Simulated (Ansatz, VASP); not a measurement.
One calculation of B2O, two programs

Contents of INCAR:

```
SYSTEM = B2O
PREC = Accurate ; ENCUT = 600
EDIFF = 1E-6 ; ISMEAR = 0
SIGMA = 0.1 ; LREAL = .False.
LASPH = .True. ; NELM = 80
ALGO = Fast ; ISIF = 3
LWAVE = .False. ; LCHARG = .False.
GGA = PE ; IVDW = 12
IBRION = 2 ; NSW = 100
EDIFFG = -0.005
```

File KPOINTS:

```
Automatic mesh
0
Gamma
  18 18 4
  0 0 0
```

POSCAR

```
B2O
1.0
    2.5111601785      0.0000000000      0.0000000000
   -1.2555800893      2.1747285075      0.0000000000
    0.0000000000      0.0000000000      9.7315717338
B O
4 2
Direct
    0.0000000000      0.0000000000      0.4101762373
    0.0000000000      0.0000000000      0.5898237627
    0.6666666667      0.3333333333      0.0359612610
    0.3333333333      0.6666666667      0.9640387390
    0.6666666667      0.3333333333      0.3525481345
    0.3333333333      0.6666666667      0.6474518655
```

Input for Ansatz:

```yaml
crystal:
  lattice:
    - [2.5111601785, 0.0, 0.0]
    - [-1.2555800893, 2.1747285075, 0.0]
    - [0.0, 0.0, 9.7315717338]
  atoms:
    - { symbol: B, position: [0.0, 0.0, 0.4101762373] }
    - { symbol: B, position: [0.0, 0.0, 0.5898237627] }
    - { symbol: B, position: [0.6666666667, 0.3333333333, 0.035961261] }
    - { symbol: B, position: [0.3333333333, 0.6666666667, 0.964038739] }
    - { symbol: O, position: [0.6666666667, 0.3333333333, 0.3525481345] }
    - { symbol: O, position: [0.3333333333, 0.6666666667, 0.6474518655] }
basis:
  ecutwfc: 520.0
kpoints:
  mp_grid: { grid: [18, 18, 4] }
hamiltonian:
  xc: pbe
  dispersion: d3bj
scf:
  occupations: { method: gaussian, width: 0.1 }
output:
  forces: true
  stress: true
  eigenvalues: true
relax:
  adjacent_minimum: "off"
  f_tol: 0.005
  max_steps: 80
  cell: { stress_tol: 0.05 }
```

Alike in both runs: task relaxation of cell and atoms; functional PBE; dispersion D3(BJ); k mesh 18 × 18 × 4; occupations gaussian, width 0.1 eV; no spin polarisation.

```csv
,VASP,Ansatz
version,VASP 6.6.1,Ansatz 0.2.0
potentials or method,"VASP PAW PBE potentials, release 64 (B, O), cutoff 600 eV","scalar-relativistic, plane waves, PAW"
valence electrons in the cell,24,24
```

|  | VASP | Ansatz | Ansatz less VASP |
| --- | --- | --- | --- |
| gap on the k mesh at the Fermi level, each at its own relaxed structure (eV) | none | none | - |
| relaxed volume (Å³/atom) | 8.99 | 9.05 | +0.066 |
| relaxed length of the cell vector where the two differ most in proportion (Å) | 9.585 | 9.678 | +0.0925 |

A gap of «none» marks a metal or a gap that the smearing closes.
